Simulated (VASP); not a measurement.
# HfB2 (P6/mmm) in VASP: a series of runs

The runs below take HfB2 through relaxation of the atoms, with r2SCAN.

Everything below comes from runs of VASP 6.6.1. Logs are shortened: lines on timing, memory, paths and dates and some standing lists are left out, and cuts for length are marked.

**1. The cell of the first run**

The structure is hexagonal, space group P6/mmm (No. 191). Conventional cell: a = 3.072 Å, b = 3.072 Å, c = 3.411 Å, α = 90.00°, β = 90.00°, γ = 120.00°. Within 3.2 Å of Hf (site symmetry 6/mmm) lie 12 B at 2.46 Å and 6 Hf at 3.07 Å. B (site symmetry -6m2) has 3 B at 1.77 Å and 6 Hf at 2.46 Å within 2.5 Å.

**2. Relaxation of the atoms, r2SCAN**

Contents of POSCAR:

```
HfB2
1.0
    3.0716157000      0.0000000000      0.0000000000
   -1.5358078500      2.6600972300      0.0000000000
    0.0000000000      0.0000000000      3.4109726000
Hf B
1 2
Direct
    0.0000000000      0.0000000000      0.0000000000
    0.3333333300      0.6666666700      0.5000000000
    0.6666666700      0.3333333300      0.5000000000
```

Contents of INCAR.step1:

```
SYSTEM = HfB2
  PREC = Accurate
  ENCUT = 500
  ISMEAR = -1
  SIGMA = 0.1
  LREAL = .False.
  LASPH = .True.
  NELM = 120
  GGA = PE
  ALGO = Normal
  EDIFF = 1E-5
  LWAVE = .True.
  LCHARG = .False.
  GGA_COMPAT = .False.
  IBRION = 2
  EDIFFG = -0.01
  NELMIN = 4
  NSW = 100
```

Contents of INCAR.step2:

```
SYSTEM = HfB2
  PREC = Accurate
  ENCUT = 500
  EDIFF = 1E-7
  ISMEAR = -1
  SIGMA = 0.1
  LREAL = .False.
  LASPH = .True.
  NELM = 120
  ALGO = Normal
  ISIF = 2
  LWAVE = .False.
  LCHARG = .False.
  METAGGA = R2SCAN
  LMIXTAU = .True.
  IBRION = 2
  NSW = 50
  EDIFFG = -0.01
  ISTART = 1
  GGA_COMPAT = .False.
  NELMIN = 4
```

Contents of KPOINTS:

```
regular mesh
0
Gamma
  12 12 10
  0 0 0
```

Potentials or basis: VASP PAW PBE potentials, release 64 (Hf_pv, B).

Run with:

```bash
> cat potpaw_PBE.64/Hf_pv/POTCAR potpaw_PBE.64/B/POTCAR > POTCAR
> cp INCAR.step1 INCAR
> mpirun -np 1 vasp_std > vasp.out
> cp INCAR.step2 INCAR
> mpirun -np 1 vasp_std > vasp.out
```

OUTCAR:

```text
SYSTEM = HfB2
   PREC = Accurate
   ENCUT = 500
   EDIFF = 1E-7
   ISMEAR = -1
   LREAL = .False.
   LASPH = .True.
   NELM = 120
   ISIF = 2
   METAGGA = R2SCAN
   IBRION = 2
   NSW = 50
   EDIFFG = -0.01
   ISTART = 1
   NELMIN = 4

 ion  position               nearest neighbor table
   1  0.000  0.000  0.000-   2 2.46   3 2.46   2 2.46   3 2.46   3 2.46   3 2.46   2 2.46   2 2.46
                             3 2.46   3 2.46   2 2.46   2 2.46
   2  0.333  0.667  0.500-   3 1.77   3 1.77   3 1.77   1 2.46   1 2.46   1 2.46   1 2.46   1 2.46
                             1 2.46
   3  0.667  0.333  0.500-   2 1.77   2 1.77   2 1.77   1 2.46   1 2.46   1 2.46   1 2.46   1 2.46
                             1 2.46

  LATTYP: Found a hexagonal cell.
 ALAT       =     3.0716157000
 C/A-ratio  =     1.1104815619

  Lattice vectors:

 A1 = (   3.0716157000,   0.0000000000,   0.0000000000)
 A2 = (  -1.5358078500,   2.6600972300,   0.0000000000)
 A3 = (   0.0000000000,   0.0000000000,   3.4109726000)

Analysis of symmetry for initial positions (statically):
=====================================================================
 Subroutine PRICEL returns:
 Original cell was already a primitive cell.

 Routine SETGRP: Setting up the symmetry group for a
 hexagonal supercell.

 Subroutine GETGRP returns: Found 24 space group operations
 (whereof 24 operations were pure point group operations)
 out of a pool of 24 trial point group operations.

The static configuration has the point symmetry D_6h.

Analysis of symmetry for dynamics (positions and initial velocities):
=====================================================================
 Subroutine PRICEL returns:
 Original cell was already a primitive cell.

 Routine SETGRP: Setting up the symmetry group for a
 hexagonal supercell.

 Subroutine GETGRP returns: Found 24 space group operations
 (whereof 24 operations were pure point group operations)
 out of a pool of 24 trial point group operations.

The dynamic configuration has the point symmetry D_6h.

 Subroutine INISYM returns: Found 24 space group operations
 (whereof 24 operations are pure point group operations),
 and found     1 'primitive' translations

----------------------------------------------------------------------------------------

                                     Primitive cell

  volume of cell :      27.8704

  direct lattice vectors                    reciprocal lattice vectors
     3.071615700  0.000000000  0.000000000     0.325561560  0.187963054  0.000000000
    -1.535807850  2.660097230  0.000000000     0.000000000  0.375926109  0.000000000
     0.000000000  0.000000000  3.410972600     0.000000000  0.000000000  0.293171514

  length of vectors
     3.071615700  3.071615703  3.410972600     0.375926109  0.375926109  0.293171514

  position of ions in fractional coordinates (direct lattice)
     0.000000000  0.000000000  0.000000000
     0.333333330  0.666666670  0.500000000
     0.666666670  0.333333330  0.500000000

  ion indices of the primitive-cell ions
   primitive index   ion index
                 1           1
                 2           2
                 3           3

----------------------------------------------------------------------------------------

 KPOINTS: regular mesh

Automatic generation of k-mesh.
 Grid dimensions read from file:
 generate k-points for:   12   12   10

 Generating k-lattice:

  Cartesian coordinates                     Fractional coordinates (reciprocal lattice)
     0.027130130  0.015663588  0.000000000     0.083333333  0.000000000  0.000000000
     0.000000000  0.031327176  0.000000000     0.000000000  0.083333333  0.000000000
     0.000000000  0.000000000  0.029317151     0.000000000  0.000000000  0.100000000

  Length of vectors
     0.031327176  0.031327176  0.029317151

  Shift w.r.t. Gamma in fractional coordinates (k-lattice)
     0.000000000  0.000000000  0.000000000

 Subroutine IBZKPT returns following result:
 ===========================================

 Found    114 irreducible k-points:

 Following reciprocal coordinates:
            Coordinates               Weight
  0.000000  0.000000  0.000000      1.000000
  0.083333 -0.000000  0.000000      6.000000
  0.166667  0.000000  0.000000      6.000000
  0.250000 -0.000000  0.000000      6.000000
  0.333333 -0.000000  0.000000      6.000000
  0.416667 -0.000000  0.000000      6.000000
[... 16 lines left out ...]
  0.250000 -0.000000  0.100000     12.000000
  0.333333 -0.000000  0.100000     12.000000
 [... further k-points ...]
   k-points           NKPTS =    114   k-points in BZ     NKDIM =    114   number of bands    NBANDS=     12
   number of dos      NEDOS =    301   number of ions     NIONS =      3
   total plane-waves  NPLWV =  16128
   dimension x,y,z NGX =    24 NGY =   24 NGZ =   28
   dimension x,y,z NGXF=    48 NGYF=   48 NGZF=   56
   ions per type =               1   2
   NGX,Y,Z   is equivalent  to a cutoff of  12.99, 12.99, 13.65 a.u.
   NGXF,Y,Z  is equivalent  to a cutoff of  25.98, 25.98, 27.29 a.u.
 SYSTEM =  HfB2
   PREC   = accura    normal or accurate (medium, high low for compatibility)
   ISTART =      1    job   : 0-new  1-cont  2-samecut
   ICHARG =      0    charge: 1-file 2-atom 10-const
   ISPIN  =      1    spin polarized calculation?
   LNONCOLLINEAR =      F non collinear calculations
   LSORBIT =      F    spin-orbit coupling
   LASPH  =      T    aspherical Exc in radial PAW
   ENCUT  =  500.0 eV  36.75 Ry    6.06 a.u.   5.60  5.60  6.22*2*pi/ulx,y,z
   NELM   =    120;   NELMIN=  4; NELMDL=  0     # of ELM steps
   EDIFF  = 0.1E-06   stopping-criterion for ELM
   LREAL  =      F    real-space projection
   EDIFFG = -.1E-01   stopping-criterion for IOM
   NSW    =     50    number of steps for IOM
   IBRION =      2    ionic relax: 0-MD 1-quasi-New 2-CG
   NFREE  =      1    steps in history (QN), initial steepest desc. (CG)
   ISIF   =      2    stress and relaxation
   ISYM   =      2    0-nonsym 1-usesym 2-fastsym
   POTIM  = 0.5000    time-step for ionic-motion
   TEBEG  =    0.0;   TEEND  =   0.0 temperature during run
   PSTRESS=    0.0 pullay stress
   NELECT =      16.0000    total number of electrons
   NUPDOWN=      -1.0000    fix difference up-down
   EMIN   =  10.00;   EMAX   =-10.00  energy-range for DOS
   EFERMI =   0.00;   METHOD = LEGACY
   ISMEAR =    -1;   SIGMA  =   0.10  broadening in eV -4-tet -1-fermi 0-gaus
   EFERMI_NEDOS =   21; number of points for ismear=-14 and -15
   IALGO  =     38    algorithm
   IMIX   =      4    mixing-type and parameters
     AMIX     =   0.40;   BMIX     =  1.00
     AMIX_MAG =   1.60;   BMIX_MAG =  1.00
  volume/ion in A,a.u.               =       9.29        62.69
  Fermi-wavevector in a.u.,A,eV,Ry     =   1.360611  2.571182 25.187950  1.851262
  Thomas-Fermi vector in A             =   2.487258
   LORBIT       =      0    0 simple, 1 ext, 2 COOP (PROOUT), +10 PAW based schemes
   METAGGA = R2SCAN    functional components
   LHFCALC =     F    Hartree Fock is set to
   AEXX    =    0.0000 exact exchange contribution
   IVDW    =     0    specifies the selected vdW correction
   LEPSILON=     F    determine dielectric tensor
   LRPA    =     F    only Hartree local field effects (RPA)
 conjugate gradient relaxation of ions
 non-spin polarized calculation
  energy-cutoff  :      500.00
  volume of cell :       27.87
 maximum number of plane-waves:       733
 NGX is ok and might be reduce to    24
   NGX = 11   NGY = 11   NGZ = 13

 number of electron      16.0000002 magnetization

 Free energy of the ion-electron system (eV)
  ---------------------------------------------------
  ext. energy  EPLUGINS =         0.00000000
  ---------------------------------------------------
  free energy    TOTEN  =       -63.00517487 eV

  energy without entropy =      -62.99729847  energy(sigma->0) =      -63.00123667

 E-fermi :   8.3400     XC(G=0): -13.8916

 val. band max:        8.2096791143   @ k =   0.1667   0.1667   0.2000
 cond. band min:       8.3851035725   @ k =   0.0833   0.0833   0.3000
 fundamental gap:      0.1754244582
 Fermi energy:         8.3399598136

 k-point     1 :       0.0000    0.0000    0.0000
  band No.  band energies     occupation
      1     -23.4493      2.00000
      2     -22.8438      2.00000
      3     -22.8438      2.00000
      4      -6.8332      2.00000
      5       4.9400      2.00000
      6       5.0467      2.00000
      7       5.0467      2.00000
      8       5.1541      2.00000
      9      12.7913      0.00000
     10      12.7913      0.00000
     11      13.5143      0.00000
     12      13.5143      0.00000

 k-point     2 :       0.0833   -0.0000    0.0000
  band No.  band energies     occupation
      1     -23.4374      2.00000
      2     -22.9154      2.00000
      3     -22.8592      2.00000
      4      -6.6642      2.00000
      5       4.5740      2.00000
      6       5.0057      2.00000
      7       5.0380      2.00000
      8       5.1074      2.00000
      9      12.1945      0.00000
     10      12.6674      0.00000
     11      12.6764      0.00000
     12      12.9921      0.00000

 k-point     3 :       0.1667    0.0000    0.0000
  band No.  band energies     occupation
      1     -23.4046      2.00000
      2     -23.1063      2.00000
      3     -22.9009      2.00000
      4      -6.1782      2.00000
      5       3.4554      2.00000
      6       4.6462      2.00000
      7       4.9824      2.00000
      8       5.5010      2.00000
      9      10.9835      0.00000
     10      12.3479      0.00000
     11      12.3506      0.00000
     12      13.1072      0.00000

 k-point     4 :       0.2500   -0.0000    0.0000
  band No.  band energies     occupation
      1     -23.3595      2.00000
      2     -23.3571      2.00000
      3     -22.9572      2.00000
      4      -5.4270      2.00000
      5       2.0994      2.00000
      6       4.2347      2.00000
      7       4.8464      2.00000
      8       5.7482      2.00000
      9      10.5882      0.00000
     10      11.9599      0.00000
     11      12.3766      0.00000
     12      12.6376      0.00000

 k-point     5 :       0.3333   -0.0000    0.0000
  band No.  band energies     occupation
      1     -23.5974      2.00000
      2     -23.3140      2.00000
      3     -23.0129      2.00000
      4      -4.4713      2.00000
      5       0.7005      2.00000
      6       3.8882      2.00000
      7       4.6647      2.00000
      8       5.5403      2.00000
      9      11.4135      0.00000
     10      11.4314      0.00000
     11      11.6075      0.00000
     12      13.3974      0.00000
[... 228 lines left out ...]
      1     -23.4736      2.00000
      2     -22.9124      2.00000
      3     -22.8565      2.00000
      4      -6.4890      2.00000
      5       3.7151      2.00000
      6       4.6648      2.00000
      7       5.1230      2.00000
      8       6.3227      2.00000
      9      11.3043      0.00000
     10      11.3268      0.00000
     11      13.1261      0.00000
     12      13.3805      0.00000

 k-point    22 :       0.1667    0.0000    0.1000
  band No.  band energies     occupation
      1     -23.4399      2.00000
      2     -23.1023      2.00000
      3     -22.8979      2.00000
      4      -6.0178      2.00000
      5       3.4151      2.00000
      6       3.9132      2.00000
      7       4.9954      2.00000
      8       6.1936      2.00000
      9      10.5780      0.00000
     10      11.1727      0.00000
     11      13.4866      0.00000
     12      13.6535      0.00000

 k-point    23 :       0.2500   -0.0000    0.1000
  band No.  band energies     occupation
      1     -23.3954      2.00000
      2     -23.3499      2.00000
      3     -22.9540      2.00000
      4      -5.2912      2.00000
      5       2.0404      2.00000
      6       3.9277      2.00000
      7       4.7663      2.00000
      8       5.9695      2.00000
      9      10.3739      0.00000
     10      11.3771      0.00000
     11      12.6818      0.00000
     12      13.4591      0.00000

 k-point    24 :       0.3333   -0.0000    0.1000
  band No.  band energies     occupation
      1     -23.5924      2.00000
      2     -23.3454      2.00000
      3     -23.0094      2.00000
      4      -4.3669      2.00000
      5       0.6189      2.00000
      6       3.8820      2.00000
      7       4.5057      2.00000
      8       5.5562      2.00000
      9      10.7155      0.00000
     10      11.6430      0.00000
     11      12.1413      0.00000
     12      13.7453      0.00000

 [... further k-points ...]
[... 5 lines left out ...]
  --------------------------------------------------------------------------------------
  -------------------------------------------------------------------------------------
  Total        3.1712621      3.1712621      2.8033007      0.0000000     -0.0000000      0.0000000
  in kB      182.3056350    182.3056354    161.1527200      0.0000000     -0.0000000      0.0000000
  external PRESSURE =     175.2546635 kB  Pullay stress =       0.0000000 kB

 VOLUME and BASIS-vectors are now :
 -----------------------------------------------------------------------------
  energy-cutoff  :      500.00
  volume of cell :       27.87
      direct lattice vectors                 reciprocal lattice vectors
     3.071615700  0.000000000  0.000000000     0.325561560  0.187963054  0.000000000
    -1.535807850  2.660097230  0.000000000     0.000000000  0.375926109  0.000000000
     0.000000000  0.000000000  3.410972600     0.000000000  0.000000000  0.293171514

 POSITION                                       TOTAL-FORCE (eV/Angst)
 -----------------------------------------------------------------------------------
      0.00000      0.00000      0.00000         0.000000      0.000000     -0.000000
     -0.00000      1.77340      1.70549         0.000000      0.000000     -0.000000
      1.53581      0.88670      1.70549        -0.000000      0.000000      0.000000
 -----------------------------------------------------------------------------------
    total drift:                                0.000000     -0.000000     -0.000000

  FREE ENERGIE OF THE ION-ELECTRON SYSTEM (eV)
  ---------------------------------------------------
  free  energy   TOTEN  =       -63.0051748714 eV

  energy  without entropy=      -62.9972984664  energy(sigma->0) =      -63.00123667

 reached required accuracy - stopping structural energy minimisation
```

Wall time 81 s (1 thread of Intel Xeon 6975P-C (Granite Rapids), shared host); peak memory 0.17 GiB.

What came out:

* Free energy: -63.0052 eV
* Pressure after relaxing: 17.5 GPa
* Band gap on the k mesh: zero (bands 8 and 9 overlap by 1.52 eV)

Final structure:
```yaml
crystal:
  lattice:
    - [3.07162, 0.00000, 0.00000]
    - [-1.53581, 2.66010, 0.00000]
    - [0.00000, 0.00000, 3.41097]
  atoms:
    - { symbol: Hf, position: [0.00000, 0.00000, 0.00000] }
    - { symbol: B, position: [0.33333, 0.66667, 0.50000] }
    - { symbol: B, position: [0.66667, 0.33333, 0.50000] }
```

Caveat: the relaxation stopped at its first step, so nothing moved; the PAW data sets were made with another functional, which shifts forces and pressure a little; spin-orbit coupling is left out, which moves the levels of the heavy elements.

[end of part 1 of 2]
